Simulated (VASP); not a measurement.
# Sn2Ge (Fmmm) in VASP: relaxation of cell and atoms with PBE

Aim: the relaxation of cell and atoms of Sn2Ge with PBE.

All numbers are computed with VASP 6.6.1; they aren't measurements. Logs are shortened: lines on timing, memory, paths and dates and some standing lists are left out, and cuts for length are marked.

**1. The cell of the first run**

The structure is orthorhombic, space group Fmmm (No. 69). The conventional cell has a = 4.475 Å, b = 5.023 Å, c = 13.424 Å, α = 90.00°, β = 90.00°, γ = 90.00°. Sn (site symmetry mm2) has 8 Sn at 3.16 to 3.36 Å and 4 Ge at 3.16 to 3.36 Å within 4.2 Å. Ge (site symmetry mmm) has 8 Sn at 3.16 to 3.36 Å and 4 Ge at 3.36 Å within 4.2 Å.

**2. Relaxation of cell and atoms, PBE**

INCAR reads:

```
SYSTEM = Sn2Ge
  PREC = Accurate
  ENCUT = 600
  EDIFF = 1E-7
  ISMEAR = 0
  SIGMA = 0.1
  LREAL = .FALSE.
  LASPH = .TRUE.
  NELM = 60
  ALGO = Fast
  ISIF = 3
  LWAVE = .FALSE.
  LCHARG = .FALSE.
  GGA = PE
  IBRION = 2
  NSW = 90
  EDIFFG = -0.04
```

KPOINTS reads:

```
regular mesh
0
G
  6 6 6
  0 0 0
```

POSCAR reads:

```
Sn2Ge
1.0
    0.0000000000      2.5115668900      6.7117850100
    2.2372616700      0.0000000000      6.7117850100
    2.2372616700      2.5115668900      0.0000000000
Sn Ge
2 1
Direct
    0.8333333300      0.8333333300      0.1666666700
    0.1666666700      0.1666666700      0.8333333300
    0.5000000000      0.5000000000      0.5000000000
```

Potentials or basis: VASP PAW PBE potentials, release 64 (Sn_d, Ge_d).

Run with:

```
$ cat potpaw_PBE.64/Sn_d/POTCAR potpaw_PBE.64/Ge_d/POTCAR > POTCAR
$ mpirun -np 1 vasp_std > vasp.out
```

OUTCAR:

```text
SYSTEM = Sn2Ge
   PREC = Accurate
   ENCUT = 600
   EDIFF = 1E-7
   ISMEAR = 0
   LREAL = .FALSE.
   LASPH = .TRUE.
   NELM = 60
   ISIF = 3
   GGA = PE
   IBRION = 2
   NSW = 90
   EDIFFG = -0.04

 ion  position               nearest neighbor table
   1  0.833  0.833  0.167-   2 3.16   2 3.16   3 3.16   3 3.16   2 3.36   2 3.36
   2  0.167  0.167  0.833-   1 3.16   1 3.16   3 3.16   3 3.16   1 3.36   1 3.36
   3  0.500  0.500  0.500-   2 3.16   2 3.16   1 3.16   1 3.16

  LATTYP: Found a face centered orthorhombic cell.
 ALAT       =     4.4745233400
 B/A-ratio  =     1.1226075714
 C/A-ratio  =     3.0000000000

  Lattice vectors:

 A1 = (   0.0000000000,   2.5115668900,   6.7117850100)
 A2 = (   2.2372616700,   0.0000000000,   6.7117850100)
 A3 = (   2.2372616700,   2.5115668900,   0.0000000000)

Analysis of symmetry for initial positions (statically):
=====================================================================
 Subroutine PRICEL returns:
 Original cell was already a primitive cell.

 Routine SETGRP: Setting up the symmetry group for a
 face centered orthorhombic supercell.

 Subroutine GETGRP returns: Found  8 space group operations
 (whereof  8 operations were pure point group operations)
 out of a pool of  8 trial point group operations.

The static configuration has the point symmetry D_2h.

Analysis of symmetry for dynamics (positions and initial velocities):
=====================================================================
 Subroutine PRICEL returns:
 Original cell was already a primitive cell.

 Routine SETGRP: Setting up the symmetry group for a
 face centered orthorhombic supercell.

 Subroutine GETGRP returns: Found  8 space group operations
 (whereof  8 operations were pure point group operations)
 out of a pool of  8 trial point group operations.

The dynamic configuration has the point symmetry D_2h.

 Subroutine INISYM returns: Found  8 space group operations
 (whereof  8 operations are pure point group operations),
 and found     1 'primitive' translations

----------------------------------------------------------------------------------------

                                     Primitive cell

  volume of cell :      75.4275

  direct lattice vectors                    reciprocal lattice vectors
     0.000000000  2.511566890  6.711785010    -0.223487492  0.199078910  0.074495831
     2.237261670  0.000000000  6.711785010     0.223487492 -0.199078910  0.074495831
     2.237261670  2.511566890  0.000000000     0.223487492  0.199078910 -0.074495831

  length of vectors
     7.166311901  7.074842599  3.363526129     0.308429409  0.308429409  0.308429409

  position of ions in fractional coordinates (direct lattice)
     0.833333330  0.833333330  0.166666670
     0.166666670  0.166666670  0.833333330
     0.500000000  0.500000000  0.500000000

  ion indices of the primitive-cell ions
   primitive index   ion index
                 1           1
                 2           2
                 3           3

----------------------------------------------------------------------------------------

 KPOINTS: regular mesh

Automatic generation of k-mesh.
 Grid dimensions read from file:
 generate k-points for:    6    6    6

 Generating k-lattice:

  Cartesian coordinates                     Fractional coordinates (reciprocal lattice)
    -0.037247915  0.033179818  0.012415972     0.166666667  0.000000000  0.000000000
     0.037247915 -0.033179818  0.012415972    -0.000000000  0.166666667 -0.000000000
     0.037247915  0.033179818 -0.012415972     0.000000000  0.000000000  0.166666667

  Length of vectors
     0.051404902  0.051404902  0.051404902

  Shift w.r.t. Gamma in fractional coordinates (k-lattice)
     0.000000000  0.000000000  0.000000000

 Subroutine IBZKPT returns following result:
 ===========================================

 Found     46 irreducible k-points:

 Following reciprocal coordinates:
            Coordinates               Weight
  0.000000  0.000000  0.000000      1.000000
  0.166667  0.000000  0.000000      8.000000
  0.333333 -0.000000 -0.000000      8.000000
  0.500000  0.000000  0.000000      4.000000
  0.166667  0.166667  0.000000      2.000000
  0.333333  0.166667 -0.000000      8.000000
[... 16 lines left out ...]
 -0.166667  0.166667  0.166667      8.000000
  0.500000  0.333333  0.166667      4.000000
 [... further k-points ...]
   k-points           NKPTS =     46   k-points in BZ     NKDIM =     46   number of bands    NBANDS=     25
   number of dos      NEDOS =    301   number of ions     NIONS =      3
   total plane-waves  NPLWV = 100800
   dimension x,y,z NGX =    60 NGY =   60 NGZ =   28
   dimension x,y,z NGXF=   120 NGYF=  120 NGZF=   56
   ions per type =               2   1
   NGX,Y,Z   is equivalent  to a cutoff of  13.92, 14.10, 13.84 a.u.
   NGXF,Y,Z  is equivalent  to a cutoff of  27.84, 28.20, 27.68 a.u.
 SYSTEM =  Sn2Ge
   PREC   = accura    normal or accurate (medium, high low for compatibility)
   ISTART =      0    job   : 0-new  1-cont  2-samecut
   ICHARG =      2    charge: 1-file 2-atom 10-const
   ISPIN  =      1    spin polarized calculation?
   LNONCOLLINEAR =      F non collinear calculations
   LSORBIT =      F    spin-orbit coupling
   LASPH  =      T    aspherical Exc in radial PAW
   ENCUT  =  600.0 eV  44.10 Ry    6.64 a.u.  14.31 14.13  6.72*2*pi/ulx,y,z
   NELM   =     60;   NELMIN=  2; NELMDL= -5     # of ELM steps
   EDIFF  = 0.1E-06   stopping-criterion for ELM
   LREAL  =      F    real-space projection
   EDIFFG = -.4E-01   stopping-criterion for IOM
   NSW    =     90    number of steps for IOM
   IBRION =      2    ionic relax: 0-MD 1-quasi-New 2-CG
   NFREE  =      1    steps in history (QN), initial steepest desc. (CG)
   ISIF   =      3    stress and relaxation
   ISYM   =      2    0-nonsym 1-usesym 2-fastsym
   POTIM  = 0.5000    time-step for ionic-motion
   TEBEG  =    0.0;   TEEND  =   0.0 temperature during run
   PSTRESS=    0.0 pullay stress
   NELECT =      42.0000    total number of electrons
   NUPDOWN=      -1.0000    fix difference up-down
   EMIN   =  10.00;   EMAX   =-10.00  energy-range for DOS
   EFERMI =   0.00;   METHOD = LEGACY
   ISMEAR =     0;   SIGMA  =   0.10  broadening in eV -4-tet -1-fermi 0-gaus
   EFERMI_NEDOS =   21; number of points for ismear=-14 and -15
   IALGO  =     68    algorithm
   IMIX   =      4    mixing-type and parameters
     AMIX     =   0.40;   BMIX     =  1.00
     AMIX_MAG =   1.60;   BMIX_MAG =  1.00
  volume/ion in A,a.u.               =      25.14       169.67
  Fermi-wavevector in a.u.,A,eV,Ry     =   1.346836  2.545151 24.680525  1.813967
  Thomas-Fermi vector in A             =   2.474636
   LORBIT       =      0    0 simple, 1 ext, 2 COOP (PROOUT), +10 PAW based schemes
   GGA     = PE    functional components
   LHFCALC =     F    Hartree Fock is set to
   AEXX    =    0.0000 exact exchange contribution
   IVDW    =     0    specifies the selected vdW correction
   LEPSILON=     F    determine dielectric tensor
   LRPA    =     F    only Hartree local field effects (RPA)
 conjugate gradient relaxation of ions
 non-spin polarized calculation
 RMM-DIIS sequential band-by-band and
 Gauss-broadening in eV      SIGMA  =   0.10
  energy-cutoff  :      600.00
  volume of cell :       75.43
 maximum number of plane-waves:      2537
 NGX is ok and might be reduce to    60
   NGX = 29   NGY = 29   NGZ = 13

--------------------------------------- Ionic step        1  -------------------------------------------

 number of electron      42.0000004 magnetization

 Free energy of the ion-electron system (eV)
  ---------------------------------------------------
  ext. energy  EPLUGINS =         0.00000000
  ---------------------------------------------------
  free energy    TOTEN  =       -11.57138851 eV

  energy without entropy =      -11.56404452  energy(sigma->0) =      -11.56771651

------------------------ aborting loop because EDIFF is reached ----------------------------------------

  FORCE on cell =-STRESS in cart. coord.  units (eV):
  Direction    XX          YY          ZZ          XY          YZ          ZX
  --------------------------------------------------------------------------------------
  -------------------------------------------------------------------------------------
  Total        0.3575944      1.2155894     -0.7283935     -0.0000000      0.0000000      0.0000000
  in kB        7.5957691     25.8206942    -15.4720215     -0.0000000      0.0000000      0.0000000
  external PRESSURE =       5.9814806 kB  Pullay stress =       0.0000000 kB
[... 92 lines left out ...]
  FREE ENERGIE OF THE ION-ELECTRON SYSTEM (eV)
  ---------------------------------------------------
  free  energy   TOTEN  =       -11.7065842260 eV

  energy  without entropy=      -11.6971660752  energy(sigma->0) =      -11.70187515

[... ionic steps 4 to 9 ...]

--------------------------------------- Ionic step       10  -------------------------------------------

 number of electron      41.9999996 magnetization

------------------------ aborting loop because EDIFF is reached ----------------------------------------

  FORCE on cell =-STRESS in cart. coord.  units (eV):
  Direction    XX          YY          ZZ          XY          YZ          ZX
  --------------------------------------------------------------------------------------
  -------------------------------------------------------------------------------------
  Total        0.0191476     -0.0541392     -0.1314124     -0.0000000      0.0000000      0.0000000
  in kB        0.4068539     -1.1503668     -2.7922936     -0.0000000      0.0000000      0.0000000
  external PRESSURE =      -1.1786022 kB  Pullay stress =       0.0000000 kB
[... 59 lines left out ...]
  energy  without entropy=      -11.7403848791  energy(sigma->0) =      -11.74481695

--------------------------------------- Ionic step       12  -------------------------------------------

 number of electron      41.9999994 magnetization

 Free energy of the ion-electron system (eV)
  ---------------------------------------------------
  ext. energy  EPLUGINS =         0.00000000
  ---------------------------------------------------
  free energy    TOTEN  =       -11.74985540 eV

  energy without entropy =      -11.74089945  energy(sigma->0) =      -11.74537742

 E-fermi :   7.4254     XC(G=0): -10.4679

 val. band max:        7.4118571133   @ k =  -0.3333   0.3333   0.1667
 cond. band min:       7.4305407081   @ k =   0.5000   0.1667   0.0000
 fundamental gap:      0.0186835947
 Fermi energy:         7.4254187302

 k-point     1 :       0.0000    0.0000    0.0000
  band No.  band energies     occupation
      1     -17.2661      2.00000
      2     -17.2575      2.00000
      3     -17.2468      2.00000
      4     -17.2391      2.00000
      5     -17.2329      2.00000
      6     -14.1652      2.00000
[... 661 lines left out ...]
     24      10.6475      0.00000
     25      11.8205      0.00000

 [... further k-points ...]
[... 5 lines left out ...]
  --------------------------------------------------------------------------------------
  -------------------------------------------------------------------------------------
  Total        0.0358800     -0.0549369     -0.0819824      0.0000000      0.0000000      0.0000000
  in kB        0.7626940     -1.1677829     -1.7426837      0.0000000      0.0000000      0.0000000
  external PRESSURE =      -0.7159242 kB  Pullay stress =       0.0000000 kB
[... 18 lines left out ...]
  FREE ENERGIE OF THE ION-ELECTRON SYSTEM (eV)
  ---------------------------------------------------
  free  energy   TOTEN  =       -11.7498554030 eV

  energy  without entropy=      -11.7408994468  energy(sigma->0) =      -11.74537742

 reached required accuracy - stopping structural energy minimisation
```

Run time: 31 min. Hardware: 1 thread of AMD EPYC 7R13 (Zen 3), shared host; peak memory 0.37 GiB.

What came out:

| Property | Result |
| --- | --- |
| Free energy | -11.7499 eV |
| Relaxed volume | 25.12 Å³/atom |
| Relaxed cell | a = 6.892 Å, b = 6.773 Å, c = 3.453 Å, α = 77.28°, β = 73.46°, γ = 29.25° |
| Space group after relaxing (to 0.1 Å) | Fmmm (No. 69) |
| Energy gained by relaxing | 59.5 meV/atom |
| Ionic steps | 12 |
| Pressure after relaxing | -0.1 GPa |
| Largest force after relaxing | 0.023 eV/Å |

Forces in eV/Å, atoms in the order of the input:
```
Sn   0.000  0.000  0.023
Sn   0.000  0.000 -0.023
Ge   0.000  0.000  0.000
```

The path:
| step | energy change (eV) | largest force (eV/Å) | pressure (GPa) | volume (Å³) |
| --- | --- | --- | --- | --- |
| 1 | 0.0000 | 0.7240 | 0.60 | 75.43 |
| 2 | -0.0719 | 0.5664 | -0.45 | 76.44 |
| 3 | -0.1352 | 0.1979 | -2.36 | 78.97 |
| 4 | -0.1382 | 0.2728 | -2.09 | 78.46 |
| 5 | -0.1685 | 0.0585 | 0.41 | 74.68 |
| 6 | -0.1696 | 0.0922 | -0.03 | 75.25 |
| 7 | -0.1760 | 0.0593 | 0.12 | 75.04 |
| 8 | -0.1771 | 0.0439 | 0.22 | 74.92 |
| 9 | -0.1771 | 0.0427 | 0.23 | 74.91 |
| 10 | -0.1778 | 0.0377 | -0.12 | 75.40 |
| 11 | -0.1779 | 0.0365 | -0.13 | 75.47 |
| 12 | -0.1785 | 0.0232 | -0.07 | 75.37 |

Final structure:
```yaml
crystal:
  lattice:
    - [0.00000, 2.60279, 6.38187]
    - [2.26880, 0.00000, 6.38187]
    - [2.26880, 2.60279, 0.00000]
  atoms:
    - { symbol: Sn, position: [0.84590, 0.84590, 0.15410] }
    - { symbol: Sn, position: [0.15410, 0.15410, 0.84590] }
    - { symbol: Ge, position: [0.50000, 0.50000, 0.50000] }
```

Levels at points of the mesh, in eV from the Fermi level:
| k point | band 17 | band 18 | band 19 | band 20 | band 21 | band 22 | band 23 | band 24 | band 25 |
| --- | --- | --- | --- | --- | --- | --- | --- | --- | --- |
| (0.00, 0.00, 0.00) | -7.82 | -7.55 | 0.95 | 1.23 | 1.77 | 2.02 | 2.41 | 3.32 | 5.76 |
| (0.50, 0.00, 0.00) | -7.87 | -6.73 | -4.63 | -1.88 | -1.60 | 2.73 | 2.86 | 3.66 | 4.49 |
| (0.50, 0.50, 0.00) | -10.05 | -3.85 | -2.64 | 0.42 | 1.56 | 3.68 | 4.69 | 5.02 | 5.31 |
| (0.50, 0.00, 0.50) | -5.02 | -4.50 | -4.23 | -2.84 | -1.97 | -0.84 | -0.51 | -0.50 | -0.10 |
| (0.00, 0.50, 0.50) | -5.36 | -4.56 | -3.78 | -3.53 | -3.11 | 0.31 | 0.50 | 0.88 | 1.01 |

Caveat: the highest band is partly filled, so the run has too few bands; spin-orbit coupling is left out, which moves the levels of the heavy elements.
